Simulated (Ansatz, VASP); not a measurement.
## Mn3Si in VASP and in Ansatz

Contents of INCAR:

```
SYSTEM = Mn3Si
ALGO = Normal
EDIFF = 1E-6
ENCUT = 520
GGA = CA
ISIF = 2
ISMEAR = -1
LASPH = .True.
LCHARG = .False.
LREAL = .False.
LWAVE = .False.
NBANDS = 30
NELM = 80
PREC = Accurate
SIGMA = 0.05
```

File KPOINTS:

```
k-points
0
Gamma
  10 10 10
  0 0 0
```

POSCAR

```
Mn3Si
1.0
    0.0000000000      2.8986490543      2.8986490543
    2.8986490543      0.0000000000      2.8986490543
    2.8986490543      2.8986490543      0.0000000000
Mn Si
3 1
Direct
    0.5000000000      0.5000000000      0.5000000000
    0.2500000000      0.2500000000      0.2500000000
    0.7500000000      0.7500000000      0.7500000000
    0.0000000000      0.0000000000      0.0000000000
```

Input for Ansatz:

```yaml
crystal:
  lattice:
    - [0.0, 2.8986490543, 2.8986490543]
    - [2.8986490543, 0.0, 2.8986490543]
    - [2.8986490543, 2.8986490543, 0.0]
  atoms:
    - { symbol: Mn, position: [0.5, 0.5, 0.5] }
    - { symbol: Mn, position: [0.25, 0.25, 0.25] }
    - { symbol: Mn, position: [0.75, 0.75, 0.75] }
    - { symbol: Si, position: [0.0, 0.0, 0.0] }
kpoints:
  mp_grid: { grid: [10, 10, 10] }
scf:
  occupations: { method: fermi_dirac, width: 0.05 }
hamiltonian:
  xc: lda
  pseudopotentials: { kind: paw }
output:
  forces: true
  stress: true
  eigenvalues: true
```

Change from the starting cell: volume scaled by 1.04, no spin polarisation, PAW files.

Alike in both runs: task single point; functional LDA; k mesh 10 × 10 × 10; occupations fermi-dirac, width 0.05 eV; no spin polarisation.

|  | VASP | Ansatz |
| --- | --- | --- |
| version | VASP 6.6.1 | Ansatz 0.2.0 |
| potentials or method | VASP PAW LDA potentials, release 64 (Mn_pv, Si) | PAW with Ansatz's default frozen-core files, scalar-relativistic |
| plane-wave cutoff (eV) | 520 | 420 |
| valence electrons in the cell | 43 | 49 |

|  | VASP | Ansatz | Ansatz less VASP |
| --- | --- | --- | --- |
| pressure (GPa) | -35.9 | -36.2 | -0.29 |

LDA's correlation is that of Perdew and Zunger in VASP and of Perdew and Wang (1992) in Ansatz. Both programs put the cell under strong tension, so it lies far from rest at this level. VASP's potentials hold 43 valence electrons a cell and Ansatz's 49, so a difference there can come from the potentials and not from the codes.

Noted on VASP's run: the cell as given lies far from equilibrium.
